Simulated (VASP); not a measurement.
Wanted: the native input for a VASP 6.6.1 run.

```
Task                   : single point
Functional             : PBEsol
Potentials or basis    : VASP PAW PBE potentials, release 64 (Be)
Cutoff                 : 600 eV
k mesh                 : 24 × 24 × 24
Occupations            : fermi-dirac, width 0.05 eV
Spin                   : no spin polarisation
Dipole correction      : no
Further INCAR settings : ALGO = Normal; EDIFF = 1e-06; NBANDS = 7
```

The structure of Be lies in POSCAR:

```
Be
1.0
   -1.1940114100      1.1940114100      1.1940114100
    1.1940114100     -1.1940114100      1.1940114100
    1.1940114100      1.1940114100     -1.1940114100
Be
1
Direct
    0.0000000000      0.0000000000      0.0000000000
```

This isn't the form of Be at room conditions, which is hcp.

The input as run:

INCAR

```
SYSTEM = Be
  ALGO = Normal
  EDIFF = 1E-6
  ENCUT = 600
  GGA = PS
  GGA_COMPAT = .False.
  ISIF = 2
  ISMEAR = -1
  LASPH = .True.
  LCHARG = .False.
  LREAL = .False.
  LWAVE = .False.
  NBANDS = 7
  NELM = 120
  PREC = Accurate
  SIGMA = 0.05
```

KPOINTS

```
k-points
0
Gamma
  24 24 24
  0 0 0
```

Potentials or basis: VASP PAW PBE potentials, release 64 (Be).

Command:

```sh
$ cat potpaw_PBE.64/Be/POTCAR > POTCAR
$ mpirun -np 1 vasp_std > vasp.out
```

Results of the run:

The pressure is 20.5 GPa and the band gap on the k mesh is zero (bands 1 and 2 overlap by 5.99 eV).

Caveat: the cell stands under pressure; the PAW data sets were made with another functional, which shifts forces and pressure a little.

Run time: 10 s on 1 thread of Intel(R) Xeon(R) Platinum 8488C (Sapphire Rapids), with other jobs on the host, peak memory 0.13 GiB.
